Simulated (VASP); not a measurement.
Set up this calculation in VASP 6.6.1, as the native input.

| Item | Value |
| --- | --- |
| Task | single point |
| Functional | PBE |
| Potentials or basis | VASP PAW PBE potentials, release 64 (W_sv, Cl) |
| Cutoff | 520 eV |
| k mesh | 3 × 3 × 3 |
| Occupations | gaussian, width 0.2 eV |
| Spin | no spin polarisation |
| Dipole correction | no |
| Further INCAR settings | ALGO = Normal; EDIFF = 1e-06; NBANDS = 54 |

The structure of W6Cl lies in POSCAR:

```
W6Cl
1.0
    2.6920215497      1.5542393647      4.5592915083
   -2.6920215497      1.5542393647      4.5592915083
    0.0000000000     -3.1084787344      4.5592915065
W Cl
6 1
Direct
    0.4771815205      0.0906991501      0.6921609661
    0.6921609661      0.4771815205      0.0906991501
    0.0906991501      0.6921609661      0.4771815205
    0.5228184795      0.9093008499      0.3078390339
    0.3078390339      0.5228184795      0.9093008499
    0.9093008499      0.3078390339      0.5228184795
    0.0000000000      0.0000000000      0.0000000000
```

These files were run (other wordings do the same):

INCAR

```
ALGO = Normal ; EDIFF = 1E-6
ENCUT = 520 ; GGA = PE
ISIF = 2 ; ISMEAR = 0
LASPH = T ; LCHARG = F
LREAL = F ; LWAVE = F
NBANDS = 54 ; NELM = 100
PREC = Accurate ; SIGMA = 0.2
```

KPOINTS

```
k-points
0
Gamma
  3 3 3
```

Potentials or basis: VASP PAW PBE potentials, release 64 (W_sv, Cl).

The run is started by

```console
$ cat potpaw_PBE.64/W_sv/POTCAR potpaw_PBE.64/Cl/POTCAR > POTCAR
$ mpirun -np 1 vasp_std > vasp.out
```

It gave:

```yaml
Pressure: 0.7 GPa
Largest_force: 0.040 eV/Å
```

Caveat: the k points lie up to 0.47 Å⁻¹ apart; an odd number of electrons without spin polarisation forces a metal; a magnetic or distorted state may lie lower.

Run time: 24 s on 1 thread of Intel(R) Xeon(R) 6975P-C (Granite Rapids), with other jobs on the host, peak memory 0.25 GiB.
